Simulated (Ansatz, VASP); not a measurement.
Re in VASP and in Ansatz

```
CELL_PARAMETERS angstrom
0.00000 1.99475 1.97500
1.97500 0.00000 1.97500
1.97500 1.99475 0.00000
ATOMIC_POSITIONS crystal
Re 0.00000 0.00000 0.00000
```

Change from the starting cell: strain +0.0100 x Voigt [0, 1, 0, 0, 0, 0], atoms carried along.

Alike in both runs: task single point; functional PBE; k mesh 20 × 20 × 20; occupations gaussian, width 0.15 eV; no spin polarisation.

|  | VASP | Ansatz |
| --- | --- | --- |
| version | VASP 6.6.1 | Ansatz 0.2.0 |
| potentials or method | VASP PAW PBE potentials, release 64 (Re), cutoff 520 eV | scalar-relativistic, plane waves, PAW |
| valence electrons in the cell | 7 | 15 |

|  | VASP | Ansatz | Ansatz less VASP |
| --- | --- | --- | --- |
| gap on the k mesh at the Fermi level (eV) | none | none | - |
| pressure (GPa) | -13.0 | -12.3 | +0.73 |
| traceless stress, the component that is largest in VASP (GPa) | -1.77 | -1.79 | -0.022 |

A gap of «none» marks a metal or a gap that the smearing closes. VASP's potentials hold 7 valence electrons a cell and Ansatz's 15, so a difference there can come from the potentials and not from the codes.

Spin-orbit coupling is off throughout.
